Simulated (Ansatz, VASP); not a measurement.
Two plane-wave programs on Ag

```xyz
1
Lattice="-1.6557 1.6557 1.7798 1.6557 -1.6557 1.7798 1.6557 1.6557 -1.7798" Properties=species:S:1:pos:R:3 pbc="T T T"
Ag    0.0000    0.0000    0.0000
```

Change from the starting cell: strain +0.0750 x Voigt [0, 0, 1, 0, 0, 0], atoms carried along.

Alike in both runs: task single point; functional PBEsol; k mesh 20 × 20 × 20; occupations gaussian, width 0.15 eV; no spin polarisation.

|  | VASP | Ansatz |
| --- | --- | --- |
| version | VASP 6.6.1 | Ansatz 0.2.0 |
| potentials or method | VASP PAW PBE potentials, release 64 (Ag), cutoff 520 eV | scalar-relativistic, plane waves, PAW |
| valence electrons in the cell | 11 | 19 |

Ansatz gave:

- gap on the k mesh at the Fermi level (eV): none
- pressure (GPa): -11.3
- traceless stress, the component that is largest in VASP (GPa): 0.58

Problem. Which values does VASP return?

Solution. gap on the k mesh at the Fermi level (eV): none; pressure (GPa): -11.4; traceless stress, the component that is largest in VASP (GPa): 0.57.

VASP's potentials were made for PBE, not for PBEsol. A gap of «none» marks a metal or a gap that the smearing closes. VASP's potentials hold 11 valence electrons a cell and Ansatz's 19, so a difference there can come from the potentials and not from the codes.
